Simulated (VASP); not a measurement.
Write the native input for VASP 6.6.1 that does the following.

```
Task                   : single point
Functional             : LDA
Potentials or basis    : VASP PAW LDA potentials, release 64 (Te, Ti_sv)
Cutoff                 : 520 eV
k mesh                 : 8 × 8 × 4
Occupations            : fermi-dirac, width 0.05 eV
Spin                   : no spin polarisation
Dipole correction      : no
Further INCAR settings : ALGO = Normal; EDIFF = 1e-06; NBANDS = 19
```

The structure of TiTe2 lies in POSCAR:

```
TiTe2
1.0
    3.8020139740      0.0000000000      0.0000000000
   -1.9010069870      3.2926406870      0.0000000000
    0.0000000000      0.0000000000      6.5410343667
Te Ti
2 1
Direct
    0.3333333333      0.6666666667      0.7372000000
    0.6666666667      0.3333333333      0.2628000000
    0.0000000000      0.0000000000      0.0000000000
```

This cell differs from its parent crystal: volume scaled by 1.02.

One way to write it, as run:

INCAR

```
  PREC = Accurate
  ENCUT = 520
  EDIFF = 1E-6
  ISMEAR = -1
  SIGMA = 0.05
  LREAL = False
  LASPH = True
  NELM = 60
  ALGO = Normal
  ISIF = 2
  LWAVE = False
  LCHARG = False
  GGA = CA
  NBANDS = 19
```

KPOINTS

```
Automatic mesh
0
Gamma
  8 8 4
```

Potentials or basis: VASP PAW LDA potentials, release 64 (Te, Ti_sv).

Launch:

```bash
$ cat potpaw_LDA.64/Te/POTCAR potpaw_LDA.64/Ti_sv/POTCAR > POTCAR
$ mpirun -np 1 vasp_std > vasp.out
```

It gave:

```
Pressure               : -5.1 GPa
Largest force          : 0.434 eV/Å
Band gap on the k mesh : zero (band 12 reaches 6.77 eV, above the bottom of band 13 at 6.13 eV)
```

Caveat: spin-orbit coupling is left out, which moves the levels of the heavy elements.

Run time: 65 s on 1 thread of Intel(R) Xeon(R) Platinum 8259CL CPU @ 2.50GHz (Skylake/Cascade Lake), on a shared host, peak memory 0.19 GiB.
